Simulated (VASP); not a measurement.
# Si (a cell with a defect) in VASP: further runs

Si (a cell with a defect) is run at these levels: PBE+D3(BJ); tasks: single point.

Everything below comes from runs of VASP 6.6.1. Logs are shortened: lines on timing, memory, paths and dates and some standing lists are left out, and cuts for length are marked.

## Step 1: The cell of the first run

The cell holds a defect, 17 atoms: a = 7.679 Å, b = 7.679 Å, c = 7.679 Å, α = 60.00°, β = 60.00°, γ = 60.00°.

## Step 2: Single point, PBE+D3(BJ)

INCAR reads:

```
PREC     = Accurate       # precision mode
ENCUT    = 520            # plane-wave cutoff, eV
EDIFF    = 1E-6           # SCF threshold, eV
ISMEAR   = -1             # smearing method
SIGMA    = 0.05           # smearing width, eV
LREAL    = Auto         
LASPH    = True           # aspherical terms in the spheres
NELM     = 60             # most SCF steps
ALGO     = Normal         # electronic algorithm
ISIF     = 2              # what is computed and relaxed
LWAVE    = False          # write WAVECAR
LCHARG   = False          # write CHGCAR
GGA      = PE             # functional
IVDW     = 12             # dispersion correction
NBANDS   = 48             # bands
```

KPOINTS reads:

```
Automatic mesh
0
Gamma
  2 2 2
```

POSCAR reads:

```
Si
1.0
    0.0000000000      5.4300000000      5.4300000000
    5.4300000000      0.0000000000      5.4300000000
    5.4300000000      5.4300000000      0.0000000000
Si
17
Direct
   -0.0008306630      0.0086023020     -0.0068824125
    0.1160817680      0.1254883978      0.1324615101
   -0.0220148250      0.0090476059      0.5036897790
    0.1158465009      0.1465465009      0.6218595764
   -0.0008306630      0.4986183241     -0.0068604972
    0.1390255985      0.6384876611      0.0835125230
    0.0143454880      0.5136858195      0.4577257827
    0.1156117864      0.6153046041      0.6219469613
    0.4861756906     -0.0143648250      0.0420421731
    0.6260206262      0.1254992634      0.1324467772
    0.5093351750      0.0088869245      0.5037132597
    0.6108488029      0.1104060773      0.6678283610
    0.5091222836      0.4986410681     -0.0068981584
    0.6260465930      0.6155550645      0.1323930018
    0.5095468692      0.4775212707      0.5036034070
    0.6472263352      0.6153290976      0.6219049724
    0.3125900552      0.8117683241      0.5628968692
```

Potentials or basis: VASP PAW PBE potentials, release 64 (Si).

The run is started by

```bash
cat potpaw_PBE.64/Si/POTCAR > POTCAR
mpirun -np 1 vasp_std > vasp.out
```

OUTCAR:

```text
PREC = Accurate
   ENCUT = 520
   EDIFF = 1E-6
   ISMEAR = -1
   LREAL = Auto
   LASPH = True
   NELM = 60
   ISIF = 2
   GGA = PE
   IVDW = 12
 IVDW          = 12

 ion  position               nearest neighbor table
   1  0.999  0.009  0.993-   4 2.33   6 2.33   2 2.34  10 2.34
   2  0.116  0.125  0.132-   3 2.33   9 2.33   5 2.34   1 2.34
   3  0.978  0.009  0.504-  12 2.32   2 2.33  17 2.39   4 2.47   8 2.47
   4  0.116  0.147  0.622-   7 2.32   1 2.33  17 2.39  11 2.47   3 2.47
   5  0.999  0.499  0.993-   8 2.33   6 2.33  14 2.34   2 2.34
   6  0.139  0.638  0.084-  13 2.33   5 2.33   1 2.33   7 2.35
   7  0.014  0.514  0.458-   8 2.32  16 2.32   4 2.32   6 2.35
   8  0.116  0.615  0.622-   7 2.32   5 2.33  17 2.38   3 2.47  15 2.47
   9  0.486  0.986  0.042-  14 2.33   2 2.33  10 2.33  12 2.35
  10  0.626  0.125  0.132-  11 2.33   9 2.33  13 2.34   1 2.34
  11  0.509  0.009  0.504-  12 2.32  10 2.33  17 2.39   4 2.47  16 2.47
  12  0.611  0.110  0.668-  15 2.32   3 2.32  11 2.32   9 2.35
  13  0.509  0.499  0.993-  16 2.33   6 2.33  14 2.34  10 2.34
  14  0.626  0.616  0.132-  15 2.33   9 2.33   5 2.34  13 2.34
  15  0.510  0.478  0.504-  12 2.32  14 2.33  17 2.38  16 2.47   8 2.47
  16  0.647  0.615  0.622-   7 2.32  13 2.33  17 2.39  11 2.47  15 2.47
  17  0.313  0.812  0.563-  15 2.38   8 2.38  16 2.39   3 2.39   4 2.39  11 2.39

  LATTYP: Found a face centered cubic cell.
 ALAT       =    10.8600000000

  Lattice vectors:

 A1 = (   0.0000000000,   5.4300000000,   5.4300000000)
 A2 = (   5.4300000000,   0.0000000000,   5.4300000000)
 A3 = (   5.4300000000,   5.4300000000,   0.0000000000)

Analysis of symmetry for initial positions (statically):
=====================================================================
 Subroutine PRICEL returns:
 Original cell was already a primitive cell.

 Routine SETGRP: Setting up the symmetry group for a
 face centered cubic supercell.

 Subroutine GETGRP returns: Found  1 space group operations
 (whereof  1 operations were pure point group operations)
 out of a pool of 48 trial point group operations.

The static configuration has the point symmetry C_1 .

Analysis of symmetry for dynamics (positions and initial velocities):
=====================================================================
 Subroutine PRICEL returns:
 Original cell was already a primitive cell.

 Routine SETGRP: Setting up the symmetry group for a
 face centered cubic supercell.

 Subroutine GETGRP returns: Found  1 space group operations
 (whereof  1 operations were pure point group operations)
 out of a pool of 48 trial point group operations.

The dynamic configuration has the point symmetry C_1 .

 Subroutine INISYM returns: Found  1 space group operations
 (whereof  1 operations are pure point group operations),
 and found     1 'primitive' translations

----------------------------------------------------------------------------------------

                                     Primitive cell

  volume of cell :     320.2060

  direct lattice vectors                    reciprocal lattice vectors
     0.000000000  5.430000000  5.430000000    -0.092081031  0.092081031  0.092081031
     5.430000000  0.000000000  5.430000000     0.092081031 -0.092081031  0.092081031
     5.430000000  5.430000000  0.000000000     0.092081031  0.092081031 -0.092081031

  length of vectors
     7.679179644  7.679179644  7.679179644     0.159489025  0.159489025  0.159489025

  position of ions in fractional coordinates (direct lattice)
     0.999169337  0.008602302  0.993117588
     0.116081768  0.125488398  0.132461510
     0.977985175  0.009047606  0.503689779
     0.115846501  0.146546501  0.621859576
     0.999169337  0.498618324  0.993139503
     0.139025598  0.638487661  0.083512523
[... 9 lines left out ...]
     0.647226335  0.615329098  0.621904972
     0.312590055  0.811768324  0.562896869

  ion indices of the primitive-cell ions
   primitive index   ion index
                 1           1
                 2           2
                 3           3
                 4           4
                 5           5
                 6           6
[... 9 lines left out ...]
                16          16
                17          17

----------------------------------------------------------------------------------------

 KPOINTS: Automatic mesh

Automatic generation of k-mesh.
 Grid dimensions read from file:
 generate k-points for:    2    2    2

 Generating k-lattice:

  Cartesian coordinates                     Fractional coordinates (reciprocal lattice)
    -0.046040516  0.046040516  0.046040516     0.500000000  0.000000000  0.000000000
     0.046040516 -0.046040516  0.046040516     0.000000000  0.500000000  0.000000000
     0.046040516  0.046040516 -0.046040516     0.000000000  0.000000000  0.500000000

  Length of vectors
     0.079744512  0.079744512  0.079744512

  Shift w.r.t. Gamma in fractional coordinates (k-lattice)
     0.000000000  0.000000000  0.000000000

 Subroutine IBZKPT returns following result:
 ===========================================

 Found      8 irreducible k-points:

 Following reciprocal coordinates:
            Coordinates               Weight
  0.000000  0.000000  0.000000      1.000000
  0.500000  0.000000  0.000000      1.000000
  0.000000  0.500000  0.000000      1.000000
  0.000000  0.000000  0.500000      1.000000
  0.500000  0.500000  0.500000      1.000000
  0.500000  0.500000  0.000000      1.000000
  0.000000  0.500000  0.500000      1.000000
  0.500000  0.000000  0.500000      1.000000
   k-points           NKPTS =      8   k-points in BZ     NKDIM =      8   number of bands    NBANDS=     48
   number of dos      NEDOS =    301   number of ions     NIONS =     17
   total plane-waves  NPLWV = 216000
   dimension x,y,z NGX =    60 NGY =   60 NGZ =   60
   dimension x,y,z NGXF=   120 NGYF=  120 NGZF=  120
   ions per type =              17
   NGX,Y,Z   is equivalent  to a cutoff of  12.99, 12.99, 12.99 a.u.
   NGXF,Y,Z  is equivalent  to a cutoff of  25.98, 25.98, 25.98 a.u.
 SYSTEM =  unknown system
   PREC   = accura    normal or accurate (medium, high low for compatibility)
   ISTART =      0    job   : 0-new  1-cont  2-samecut
   ICHARG =      2    charge: 1-file 2-atom 10-const
   ISPIN  =      1    spin polarized calculation?
[... 14 lines left out ...]
   TEBEG  =    0.0;   TEEND  =   0.0 temperature during run
   PSTRESS=    0.0 pullay stress
   NELECT =      68.0000    total number of electrons
   NUPDOWN=      -1.0000    fix difference up-down
   EMIN   =  10.00;   EMAX   =-10.00  energy-range for DOS
   EFERMI =   0.00;   METHOD = LEGACY
   ISMEAR =    -1;   SIGMA  =   0.05  broadening in eV -4-tet -1-fermi 0-gaus
   EFERMI_NEDOS =   21; number of points for ismear=-14 and -15
   IALGO  =     38    algorithm
   IMIX   =      4    mixing-type and parameters
     AMIX     =   0.40;   BMIX     =  1.00
     AMIX_MAG =   1.60;   BMIX_MAG =  1.00
  volume/ion in A,a.u.               =      18.84       127.11
  Fermi-wavevector in a.u.,A,eV,Ry     =   0.976715  1.845724 12.979587  0.953973
  Thomas-Fermi vector in A             =   2.107356
   LORBIT       =      0    0 simple, 1 ext, 2 COOP (PROOUT), +10 PAW based schemes
   GGA     = PE    functional components
   LHFCALC =     F    Hartree Fock is set to
   AEXX    =    0.0000 exact exchange contribution
   IVDW    =    12    specifies the selected vdW correction
   LEPSILON=     F    determine dielectric tensor
   LRPA    =     F    only Hartree local field effects (RPA)
 non-spin polarized calculation
  energy-cutoff  :      520.00
  volume of cell :      320.21
 maximum number of plane-waves:      8646
 NGX is ok and might be reduce to    60
   NGX = 29   NGY = 29   NGZ = 29

 number of electron      68.0000000 magnetization

 Free energy of the ion-electron system (eV)
  ---------------------------------------------------
  ext. energy  EPLUGINS =         0.00000000
  ---------------------------------------------------
  free energy    TOTEN  =       -87.68655449 eV

  energy without entropy =      -87.66089471  energy(sigma->0) =      -87.67372460

 E-fermi :   6.7413     XC(G=0):  -9.6856

 val. band max:        6.4656255989   @ k =   0.0000   0.5000   0.5000
 cond. band min:       6.7554235500   @ k =   0.0000   0.0000   0.0000
 fundamental gap:      0.2897979511
 Fermi energy:         6.7413087468

 k-point     1 :       0.0000    0.0000    0.0000
  band No.  band energies     occupation
      1      -6.2415      2.00000
      2      -3.9315      2.00000
      3      -3.6482      2.00000
      4      -3.6478      2.00000
      5      -3.4232      2.00000
      6      -2.5603      2.00000
[... 38 lines left out ...]
     45       8.8148      0.00000
     46       8.8306      0.00000

 k-point     2 :       0.5000    0.0000    0.0000
  band No.  band energies     occupation
      1      -5.7746      2.00000
      2      -5.0115      2.00000
      3      -3.6698      2.00000
      4      -3.4602      2.00000
      5      -3.1808      2.00000
      6      -3.0452      2.00000
[... 38 lines left out ...]
     45       9.5397      0.00000
     46      10.1392      0.00000

 k-point     3 :       0.0000    0.5000    0.0000
  band No.  band energies     occupation
      1      -5.7747      2.00000
      2      -5.0114      2.00000
      3      -3.6698      2.00000
      4      -3.4605      2.00000
      5      -3.1808      2.00000
      6      -3.0452      2.00000
[... 38 lines left out ...]
     45       9.5396      0.00000
     46      10.1398      0.00000

 k-point     4 :       0.0000    0.0000    0.5000
  band No.  band energies     occupation
      1      -5.8573      2.00000
      2      -4.8699      2.00000
      3      -3.4303      2.00000
      4      -3.4299      2.00000
      5      -3.3945      2.00000
      6      -3.0418      2.00000
[... 38 lines left out ...]
     45       9.8321      0.00000
     46      10.3278      0.00000

 k-point     5 :       0.5000    0.5000    0.5000
  band No.  band energies     occupation
      1      -5.7747      2.00000
      2      -5.0114      2.00000
      3      -3.6698      2.00000
      4      -3.4605      2.00000
      5      -3.1808      2.00000
      6      -3.0452      2.00000
[... 38 lines left out ...]
     45       9.5396      0.00000
     46      10.1397      0.00000

 k-point     6 :       0.5000    0.5000    0.0000
  band No.  band energies     occupation
      1      -5.6487      2.00000
      2      -4.7290      2.00000
      3      -4.0567      2.00000
      4      -3.8939      2.00000
      5      -3.8009      2.00000
      6      -3.6604      2.00000
[... 38 lines left out ...]
     45      10.3931      0.00000
     46      10.5107      0.00000

 k-point     7 :       0.0000    0.5000    0.5000
  band No.  band energies     occupation
      1      -5.6487      2.00000
      2      -4.7290      2.00000
      3      -4.0567      2.00000
      4      -3.8939      2.00000
      5      -3.8009      2.00000
      6      -3.6604      2.00000
[... 38 lines left out ...]
     45      10.3933      0.00000
     46      10.5107      0.00000

 k-point     8 :       0.5000    0.0000    0.5000
  band No.  band energies     occupation
      1      -5.6486      2.00000
      2      -4.7293      2.00000
      3      -4.0567      2.00000
      4      -3.8937      2.00000
      5      -3.8009      2.00000
      6      -3.6602      2.00000
[... 38 lines left out ...]
     45      10.3927      0.00000
     46      10.5105      0.00000
 [bands above 46 left out]

------------------------ aborting loop because EDIFF is reached ----------------------------------------

 Edisp (eV)   -5.65006

 E8    (eV) :    -2.3382

  FORCE on cell =-STRESS in cart. coord.  units (eV):
  Direction    XX          YY          ZZ          XY          YZ          ZX
  --------------------------------------------------------------------------------------
  -------------------------------------------------------------------------------------
  Total       4.53474     4.52419     4.53237    -0.83828     0.83310     0.84401
  in kB      22.68995    22.63714    22.67809    -4.19440     4.16848     4.22307
  external pressure =       22.67 kB  Pullay stress =        0.00 kB

 VOLUME and BASIS-vectors are now :
 -----------------------------------------------------------------------------
  energy-cutoff  :      520.00
  volume of cell :      320.21
      direct lattice vectors                 reciprocal lattice vectors
     0.000000000  5.430000000  5.430000000    -0.092081031  0.092081031  0.092081031
     5.430000000  0.000000000  5.430000000     0.092081031 -0.092081031  0.092081031
     5.430000000  5.430000000  0.000000000     0.092081031  0.092081031 -0.092081031

 POSITION                                       TOTAL-FORCE (eV/Angst)
 -----------------------------------------------------------------------------------
      5.43934     10.81812      5.47220         0.077194      0.025722     -0.026317
      1.40067      1.34959      1.31173        -0.026006     -0.077782      0.025204
      2.78416      8.04550      5.35959         0.011395     -0.014628     -0.013783
      4.17244      4.00574      1.42479         0.016360     -0.012267      0.011835
      8.10025     10.81824      8.13299         0.026684      0.025780     -0.078020
      3.92046      1.20838      4.22190        -0.067865     -0.071661      0.070967
[... 9 lines left out ...]
      6.71818      6.89138      6.85568        -0.015735      0.014468      0.012439
      7.46443      4.75389      6.10527         0.005974     -0.000991      0.006572
 -----------------------------------------------------------------------------------
    total drift:                                0.000926      0.004582     -0.003760

  FREE ENERGIE OF THE ION-ELECTRON SYSTEM (eV)
  ---------------------------------------------------
  free  energy   TOTEN  =       -93.3366096606 eV

  energy  without entropy=      -93.3109498767  energy(sigma->0) =      -93.32377977
```

Run time: 2.7 min. Hardware: 1 thread of AMD EPYC 9R45 (Zen 5), shared host; peak memory 0.43 GiB.

What came out:

* Free energy: -93.3366 eV
* Pressure: 2.3 GPa
* Largest force: 0.122 eV/Å
* Band gap on the k mesh: zero (band 34 reaches 6.83 eV, above the bottom of band 35 at 6.76 eV)
* Dispersion energy per atom: -0.332 eV

Forces in eV/Å, atoms in the order of the input:
```
Si   0.077  0.026 -0.026
Si  -0.026 -0.078  0.025
Si   0.011 -0.015 -0.014
Si   0.016 -0.012  0.012
Si   0.027  0.026 -0.078
Si  -0.068 -0.072  0.071
Si  -0.010 -0.009  0.009
Si  -0.017 -0.014 -0.016
Si   0.071  0.071 -0.069
Si  -0.026 -0.025  0.076
Si   0.012  0.012  0.017
Si   0.010  0.011 -0.009
Si   0.027  0.079 -0.026
Si  -0.078 -0.026  0.025
Si  -0.017  0.013 -0.016
Si  -0.016  0.014  0.012
Si   0.006 -0.001  0.007
```

Levels at points of the mesh, in eV from the Fermi level:
```
           k point  band 31  band 32  band 33  band 34  band 35  band 36  band 37  band 38
(0.00, 0.00, 0.00)    -1.46    -0.65    -0.65    -0.51     0.01     0.02     0.26     0.26
(0.50, 0.00, 0.00)    -1.36    -1.35    -0.85    -0.30     0.29     0.65     0.97     1.12
(0.00, 0.50, 0.00)    -1.36    -1.35    -0.85    -0.31     0.29     0.65     0.97     1.12
(0.00, 0.00, 0.50)    -1.43    -1.24    -1.24     0.09     0.50     0.50     1.21     1.21
(0.50, 0.50, 0.50)    -1.36    -1.35    -0.85    -0.31     0.29     0.65     0.97     1.12
(0.50, 0.50, 0.00)    -1.88    -1.72    -0.38    -0.28     0.58     1.41     1.54     1.64
(0.00, 0.50, 0.50)    -1.88    -1.72    -0.38    -0.28     0.58     1.41     1.54     1.64
(0.50, 0.00, 0.50)    -1.88    -1.72    -0.38    -0.28     0.58     1.41     1.54     1.64
```

Caveat: the k points lie up to 0.50 Å⁻¹ apart.

## Step 3: Single point, PBE+D3(BJ)

INCAR reads:

```
SYSTEM = Si
PREC = Accurate
ENCUT = 520
EDIFF = 1E-7
ISMEAR = -1
SIGMA = 0.05
LREAL = Auto
LASPH = .TRUE.
NELM = 80
ALGO = Normal
ISIF = 2
LWAVE = .FALSE.
LCHARG = .TRUE.
GGA = PE
IVDW = 12
LELF = .TRUE.
LVHAR = .TRUE.
NBANDS = 48
```

KPOINTS reads:

```
regular mesh
0
G
  2 2 2
  0 0 0
```

POSCAR reads:

```
Si
1.0
    0.0000000000      5.4300000000      5.4300000000
    5.4300000000      0.0000000000      5.4300000000
    5.4300000000      5.4300000000      0.0000000000
Si
17
Direct
   -0.0003389503      0.0134816759     -0.0128741252
    0.1137517495      0.1275186004      0.1308081031
   -0.0240088398      0.0104337017      0.5027410681
    0.1167569982      0.1512654696      0.6151765193
   -0.0003064457      0.4993263352     -0.0129012891
    0.1447067219      0.6443708103      0.0661533149
    0.0189589319      0.5186001842      0.4434362799
    0.1167715470      0.6164139042      0.6151498158
    0.4828483425     -0.0175407919      0.0517581031
    0.6278498158      0.1275067219      0.1308081952
    0.5107943831      0.0104398711      0.5027387661
    0.6086598527      0.1083132597      0.6743294659
    0.5138193370      0.4993169429     -0.0128907919
    0.6278864641      0.6133658379      0.1308013812
    0.5107869245      0.4756443831      0.5027359116
    0.6516213628      0.6164081031      0.6151609576
    0.3135537753      0.8132138122      0.5596528545
```

Potentials or basis: VASP PAW PBE potentials, release 64 (Si).

The run is started by

```bash
cat potpaw_PBE.64/Si/POTCAR > POTCAR
mpirun -np 1 vasp_std > vasp.out
```

It took 2.3 min on 1 thread of Intel Xeon 6975P-C (Granite Rapids), shared host; peak memory 0.48 GiB.

It converged, with:

```yaml
Free_energy: -93.3477 eV
Pressure: 1.8 GPa
Largest_force: 0.008 eV/Å
Dispersion_energy_per_atom: -0.332 eV
```

Forces in eV/Å, atoms in the order of the input:
```
Si   0.005 -0.001  0.000
Si   0.000 -0.001 -0.001
Si  -0.002  0.005  0.002
Si   0.000  0.000  0.001
Si  -0.001 -0.001 -0.004
Si  -0.002 -0.003  0.003
Si   0.005  0.004 -0.005
Si   0.000  0.000  0.000
Si  -0.004 -0.004  0.005
Si   0.000  0.000  0.001
Si  -0.002 -0.002 -0.005
Si   0.003  0.002 -0.002
Si  -0.002  0.004  0.001
Si  -0.001  0.000 -0.001
Si   0.005 -0.002  0.002
Si   0.000  0.000  0.000
Si  -0.004 -0.002  0.001
```

Stress tensor (GPa, compression positive):
```
 1.84 -0.45  0.45
-0.45  1.84  0.45
 0.45  0.45  1.84
```

Levels at points of the mesh, in eV from the Fermi level:
| k point | band 31 | band 32 | band 33 | band 34 | band 35 | band 36 | band 37 | band 38 |
| --- | --- | --- | --- | --- | --- | --- | --- | --- |
| (0.00, 0.00, 0.00) | -1.33 | -0.63 | -0.63 | -0.44 | 0.04 | 0.04 | 0.34 | 0.34 |
| (0.50, 0.00, 0.00) | -1.33 | -1.30 | -0.79 | -0.27 | 0.34 | 0.69 | 1.01 | 1.18 |
| (0.00, 0.50, 0.00) | -1.33 | -1.30 | -0.79 | -0.27 | 0.34 | 0.69 | 1.01 | 1.18 |
| (0.00, 0.00, 0.50) | -1.36 | -1.21 | -1.21 | 0.01 | 0.50 | 0.50 | 1.28 | 1.28 |
| (0.50, 0.50, 0.50) | -1.33 | -1.30 | -0.79 | -0.27 | 0.34 | 0.69 | 1.01 | 1.18 |
| (0.50, 0.50, 0.00) | -1.82 | -1.66 | -0.35 | -0.22 | 0.58 | 1.49 | 1.56 | 1.69 |
| (0.00, 0.50, 0.50) | -1.82 | -1.66 | -0.35 | -0.22 | 0.58 | 1.49 | 1.56 | 1.69 |
| (0.50, 0.00, 0.50) | -1.82 | -1.66 | -0.35 | -0.22 | 0.58 | 1.49 | 1.56 | 1.69 |

Caveat: the k points lie up to 0.50 Å⁻¹ apart.
